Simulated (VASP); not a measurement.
# LiF (Fm-3m) in VASP: further runs

The runs below take LiF through dielectric tensor, single point, with b88 exchange, pbe correlation, revPBE.

Program: VASP 6.6.1. These are calculated values, not measurements. Logs are shortened: lines on timing, memory, paths and dates and some standing lists are left out, and cuts for length are marked.

## Step 1: The cell of the first run

It takes space group Fm-3m (No. 225, cubic). Conventional cell: a = 3.974 Å, b = 3.974 Å, c = 3.974 Å, α = 90.00°, β = 90.00°, γ = 90.00°. F (site symmetry m-3m) has 6 Li at 1.99 Å within 2.6 Å. Li (site symmetry m-3m) has 6 F at 1.99 Å within 2.6 Å.

## Step 2: Dielectric tensor, b88 exchange, pbe correlation (7.84 Å³/atom)

INCAR reads:

```
SYSTEM = LiF
ALGO = Normal
EDIFF = 1E-8
ENCUT = 650
GGA = LIBXC
GGA_COMPAT = .False.
ISIF = 2
ISMEAR = 0
LASPH = .True.
LCHARG = .False.
LEPSILON = .True.
LIBXC1 = GGA_X_B88
LIBXC2 = GGA_C_PBE
LREAL = .False.
LWAVE = .False.
NELM = 120
PREC = Accurate
SIGMA = 0.01
```

KPOINTS reads:

```
k-points
0
Gamma
  11 11 11
  0 0 0
```

POSCAR reads:

```
LiF
1.0
    0.0000000000      1.9867804471      1.9867804471
    1.9867804471      0.0000000000      1.9867804471
    1.9867804471      1.9867804471      0.0000000000
F Li
1 1
Direct
    0.5000000000      0.5000000000      0.5000000000
    0.0000000000      0.0000000000      0.0000000000
```

Potentials or basis: VASP PAW PBE potentials, release 64 (F, Li_sv).

Command:

```console
$ cat potpaw_PBE.64/F/POTCAR potpaw_PBE.64/Li_sv/POTCAR > POTCAR
$ mpirun -np 1 vasp_std > vasp.out
```

OUTCAR:

```text
SYSTEM = LiF
   EDIFF = 1E-8
   ENCUT = 650
   GGA = LIBXC
   ISIF = 2
   ISMEAR = 0
   LASPH = .True.
   LEPSILON = .True.
   LREAL = .False.
   NELM = 120
   PREC = Accurate

 ion  position               nearest neighbor table
   1  0.500  0.500  0.500-   2 1.99   2 1.99   2 1.99   2 1.99   2 1.99   2 1.99
   2  0.000  0.000  0.000-   1 1.99   1 1.99   1 1.99   1 1.99   1 1.99   1 1.99

  LATTYP: Found a face centered cubic cell.
 ALAT       =     3.9735608942

  Lattice vectors:

 A1 = (   0.0000000000,   1.9867804471,   1.9867804471)
 A2 = (   1.9867804471,   0.0000000000,   1.9867804471)
 A3 = (   1.9867804471,   1.9867804471,   0.0000000000)

Analysis of symmetry for initial positions (statically):
=====================================================================
 Subroutine PRICEL returns:
 Original cell was already a primitive cell.

 Routine SETGRP: Setting up the symmetry group for a
 face centered cubic supercell.

 Subroutine GETGRP returns: Found 48 space group operations
 (whereof 48 operations were pure point group operations)
 out of a pool of 48 trial point group operations.

The static configuration has the point symmetry O_h .

Analysis of symmetry for dynamics (positions and initial velocities):
=====================================================================
 Subroutine PRICEL returns:
 Original cell was already a primitive cell.

 Routine SETGRP: Setting up the symmetry group for a
 face centered cubic supercell.

 Subroutine GETGRP returns: Found 48 space group operations
 (whereof 48 operations were pure point group operations)
 out of a pool of 48 trial point group operations.

The dynamic configuration has the point symmetry O_h .

 Subroutine INISYM returns: Found 48 space group operations
 (whereof 48 operations are pure point group operations),
 and found     1 'primitive' translations

----------------------------------------------------------------------------------------

                                     Primitive cell

  volume of cell :      15.6848

  direct lattice vectors                    reciprocal lattice vectors
     0.000000000  1.986780447  1.986780447    -0.251663439  0.251663439  0.251663439
     1.986780447  0.000000000  1.986780447     0.251663439 -0.251663439  0.251663439
     1.986780447  1.986780447  0.000000000     0.251663439  0.251663439 -0.251663439

  length of vectors
     2.809731854  2.809731854  2.809731854     0.435893863  0.435893863  0.435893863

  position of ions in fractional coordinates (direct lattice)
     0.500000000  0.500000000  0.500000000
     0.000000000  0.000000000  0.000000000

  ion indices of the primitive-cell ions
   primitive index   ion index
                 1           1
                 2           2

----------------------------------------------------------------------------------------

 KPOINTS: k-points

Automatic generation of k-mesh.
 Grid dimensions read from file:
 generate k-points for:   11   11   11

 Generating k-lattice:

  Cartesian coordinates                     Fractional coordinates (reciprocal lattice)
    -0.022878494  0.022878494  0.022878494     0.090909091  0.000000000  0.000000000
     0.022878494 -0.022878494  0.022878494     0.000000000  0.090909091  0.000000000
     0.022878494  0.022878494 -0.022878494     0.000000000  0.000000000  0.090909091

  Length of vectors
     0.039626715  0.039626715  0.039626715

  Shift w.r.t. Gamma in fractional coordinates (k-lattice)
     0.000000000  0.000000000  0.000000000

[... 74 lines left out ...]
   LORBIT       =      0    0 simple, 1 ext, 2 COOP (PROOUT), +10 PAW based schemes
   GGA     = LIBXC    functional components
   LHFCALC =     F    Hartree Fock is set to
   AEXX    =    0.0000 exact exchange contribution
   IVDW    =     0    specifies the selected vdW correction
   LEPSILON=     T    determine dielectric tensor
   LRPA    =     F    only Hartree local field effects (RPA)
 non-spin polarized calculation
 Gauss-broadening in eV      SIGMA  =   0.01
  energy-cutoff  :      650.00
  volume of cell :       15.68
 maximum number of plane-waves:       609
   NGX = 11   NGY = 11   NGZ = 11

--------------------------------------- Ionic step        1  -------------------------------------------

 number of electron      10.0000000 magnetization

 number of electron       9.9999999 magnetization

 E-fermi :  -0.6842     XC(G=0): -10.0663

 val. band max:       -0.7947144292   @ k =   0.0000   0.0000   0.0000
 cond. band min:       8.7350277964   @ k =   0.0000   0.0000   0.0000
 fundamental gap:      9.5297422256
 Fermi energy:        -0.6841740543

 k-point     1 :       0.0000    0.0000    0.0000
  band No.  band energies     occupation
      1     -41.6949      2.00000
      2     -20.8752      2.00000
      3      -0.7947      2.00000
      4      -0.7947      2.00000
      5      -0.7947      2.00000
      6       8.7350      0.00000
      7      23.7641      0.00000
      8      23.7641      0.00000
      9      23.7652      0.00000
[... 265 lines left out ...]
 k-point    24 :      -0.1818    0.1818    0.0000
  band No.  band energies     occupation
      1     -41.6500      2.00000
      2     -20.5614      2.00000
      3      -2.3134      2.00000
      4      -1.5481      2.00000
      5      -0.8755      2.00000
      6      10.6314      0.00000
      7      16.7110      0.00000
      8      19.7427      0.00000
      9      19.9418      0.00000

 [... further k-points ...]

  FORCE on cell =-STRESS in cart. coord.  units (eV):
  Direction    XX          YY          ZZ          XY          YZ          ZX
  --------------------------------------------------------------------------------------
  -------------------------------------------------------------------------------------
  Total        0.5877030      0.5877030      0.5877030      0.0000000     -0.0000000     -0.0000000
  in kB       60.0328329     60.0328329     60.0328329      0.0000000     -0.0000000     -0.0000000
  external PRESSURE =      60.0328329 kB  Pullay stress =       0.0000000 kB

 VOLUME and BASIS-vectors are now :
 -----------------------------------------------------------------------------
  energy-cutoff  :      650.00
  volume of cell :       15.68
      direct lattice vectors                 reciprocal lattice vectors
     0.000000000  1.986780447  1.986780447    -0.251663439  0.251663439  0.251663439
     1.986780447  0.000000000  1.986780447     0.251663439 -0.251663439  0.251663439
     1.986780447  1.986780447  0.000000000     0.251663439  0.251663439 -0.251663439

 POSITION                                       TOTAL-FORCE (eV/Angst)
 -----------------------------------------------------------------------------------
      1.98678      1.98678      1.98678         0.000000      0.000000     -0.000000
      0.00000      0.00000      0.00000        -0.000000     -0.000000      0.000000
 -----------------------------------------------------------------------------------
    total drift:                               -0.000000     -0.000000      0.000000

  FREE ENERGIE OF THE ION-ELECTRON SYSTEM (eV)
  ---------------------------------------------------
  free  energy   TOTEN  =        -9.3378690180 eV

  energy  without entropy=       -9.3378690180  energy(sigma->0) =       -9.33786902

 HEAD OF MICROSCOPIC STATIC DIELECTRIC TENSOR (INDEPENDENT PARTICLE, excluding Hartree and local field effects)
 ------------------------------------------------------
           2.074050     0.000000    -0.000000
           0.000000     2.074050     0.000000
          -0.000000     0.000000     2.074050
 ------------------------------------------------------

 Free energy of the ion-electron system (eV)
  ---------------------------------------------------
  ---------------------------------------------------
  free energy    TOTEN  =        -0.05128541 eV

  energy without entropy =       -0.05128541

------------------------ aborting loop because EDIFF is reached ----------------------------------------

--------------------------------------- Ionic step        2  -------------------------------------------

------------------------ aborting loop because EDIFF is reached ----------------------------------------

--------------------------------------- Ionic step        3  -------------------------------------------

 Free energy of the ion-electron system (eV)
  ---------------------------------------------------
  ---------------------------------------------------
  free energy    TOTEN  =        -0.05128548 eV

  energy without entropy =       -0.05128548

------------------------ aborting loop because EDIFF is reached ----------------------------------------

 PIEZOELECTRIC TENSOR FIELD DIRECTION 3  (e Angst)
 -----------------------------------------------------------------------------
    -0.00018  0.00000 -0.00000           ( -0.00001  0.00000 -0.00000)
     0.00000 -0.00018  0.00000           (  0.00000 -0.00001  0.00000)
    -0.00000  0.00000 -0.00007           ( -0.00000  0.00000 -0.00001)

 PIEZOELECTRIC TENSOR FIELD DIRECTION 3  (C/m^2)
 -----------------------------------------------------------------------------
    -0.00019  0.00000 -0.00000
     0.00000 -0.00019  0.00000
    -0.00000  0.00000 -0.00007

 MACROSCOPIC STATIC DIELECTRIC TENSOR (including local field effects in DFT)
 ------------------------------------------------------
           2.061958     0.000000     0.000000
           0.000000     2.061958     0.000000
          -0.000000     0.000000     2.061958
 ------------------------------------------------------

 PIEZOELECTRIC TENSOR (including local field effects)  for field in x, y, z        (e  Angst)
          XX          YY          ZZ          XY          YZ          ZX
  --------------------------------------------------------------------------------
  x     0.00000     0.00000     0.00000     0.00000     0.00000     0.00000
  y     0.00000     0.00000     0.00000     0.00000     0.00000     0.00000
  z     0.00000     0.00000     0.00000     0.00000     0.00000     0.00000

 PIEZOELECTRIC TENSOR (including local field effects)  for field in x, y, z        (C/m^2)
          XX          YY          ZZ          XY          YZ          ZX
  --------------------------------------------------------------------------------
  x     0.00000     0.00000     0.00000     0.00000     0.00000     0.00000
  y     0.00000     0.00000     0.00000     0.00000     0.00000     0.00000
  z     0.00000     0.00000     0.00000     0.00000     0.00000     0.00000

 BORN EFFECTIVE CHARGES (including local field effects) (in |e|, cummulative output)
 ---------------------------------------------------------------------------------
 ion    1
    1    -1.04539     0.00000     0.00000
    2     0.00000    -1.04539     0.00000
    3     0.00000     0.00000    -1.04539
 ion    2
    1     1.04539     0.00000     0.00000
    2     0.00000     1.04539     0.00000
    3     0.00000     0.00000     1.04539
```

Wall time 63 s (1 thread of Intel Xeon 6975P-C (Granite Rapids), shared host); peak memory 0.18 GiB.

Results:

```yaml
Band_gap_on_the_k_mesh: 9.53 eV
Electronic_dielectric_tensor_diagonal: 2.06
Born_charges_mean_of_the_diagonal: F -1.05; Li +1.05 e
```

Electronic dielectric tensor:
```
2.06 0.00 0.00
0.00 2.06 0.00
0.00 0.00 2.06
```

Born effective charge tensors (e):
atom 1, F
```
-1.05  0.00  0.00
 0.00 -1.05  0.00
 0.00  0.00 -1.05
```
atom 2, Li
```
1.05 0.00 0.00
0.00 1.05 0.00
0.00 0.00 1.05
```

Caveat: the PAW data sets were made with another functional, which shifts forces and pressure a little; an odd mesh through Γ misses points on the zone boundary, where band edges can lie.

## Step 3: Single point, revPBE

This run uses another cell than the first one, of 8.17 Å³/atom.

POSCAR reads:

```
LiF
1.0
    0.0000000000      2.0140000000      2.0140000000
    2.0140000000      0.0000000000      2.0140000000
    2.0140000000      2.0140000000      0.0000000000
F Li
1 1
Direct
    0.5000000000      0.5000000000      0.5000000000
    0.0000000000      0.0000000000      0.0000000000
```

INCAR.step1 reads:

```
SYSTEM = LiF
GGA = RE ; ISMEAR = 0
SIGMA = 0.03 ; LWAVE = .FALSE.
LCHARG = .TRUE. ; NBANDS = 21
PREC = Accurate ; LASPH = .TRUE.
LREAL = .FALSE. ; ALGO = Normal
EDIFF = 1E-6 ; NELM = 120
GGA_COMPAT = .FALSE. ; ENCUT = 580
EFERMI = MIDGAP
```

KPOINTS.step1 reads:

```
k-points
0
Gamma
  10 10 10
```

INCAR.step2 reads:

```
SYSTEM = LiF
GGA = RE ; ISMEAR = -5
LWAVE = .FALSE. ; LCHARG = .FALSE.
NBANDS = 21 ; PREC = Accurate
LASPH = .TRUE. ; LREAL = .FALSE.
ALGO = Normal ; EDIFF = 1E-6
NELM = 120 ; GGA_COMPAT = .FALSE.
ENCUT = 580 ; EFERMI = MIDGAP
NEDOS = 2001 ; LORBIT = 11
EMIN = -13.2183 ; EMAX = 11.7817
ICHARG = 11
```

KPOINTS.step2 reads:

```
Automatic mesh
0
Gamma
  16 16 16
  0 0 0
```

Potentials or basis: VASP PAW PBE potentials, release 64 (F, Li_sv).

Command:

```console
$ cat potpaw_PBE.64/F/POTCAR potpaw_PBE.64/Li_sv/POTCAR > POTCAR
$ cp INCAR.step1 INCAR
$ cp KPOINTS.step1 KPOINTS
$ mpirun -np 1 vasp_std > vasp.out
$ cp INCAR.step2 INCAR
$ cp KPOINTS.step2 KPOINTS
$ mpirun -np 1 vasp_std > vasp.out
```

Run time: 28 s. Hardware: 1 thread of AMD EPYC 9R45 (Zen 5), shared host; peak memory 0.13 GiB.

The run converged. Its results:

```yaml
Band_gap_on_the_k_mesh: 9.29 eV
Valence_electrons_inside_the_program's_atomic_spheres: F 6.15; Li 2.06
```

Levels at points of the mesh, in eV from the valence-band top:
```tsv
k point	band 3	band 4	band 5	band 6	band 7	band 8
(0.00, 0.00, 0.00)	0.00	0.00	0.00	9.29	24.36	24.36
(0.50, 0.00, 0.00)	-2.49	-0.23	-0.23	11.02	16.95	19.20
(0.50, 0.50, 0.00)	-2.96	-0.98	-0.98	15.04	16.68	17.67
```

Caveat: the cutoff is under 1.25 times the usual one of these potentials, so pressure, stress and relaxed cells hold a basis-set (Pulay) error; the PAW data sets were made with another functional, which shifts forces and pressure a little.
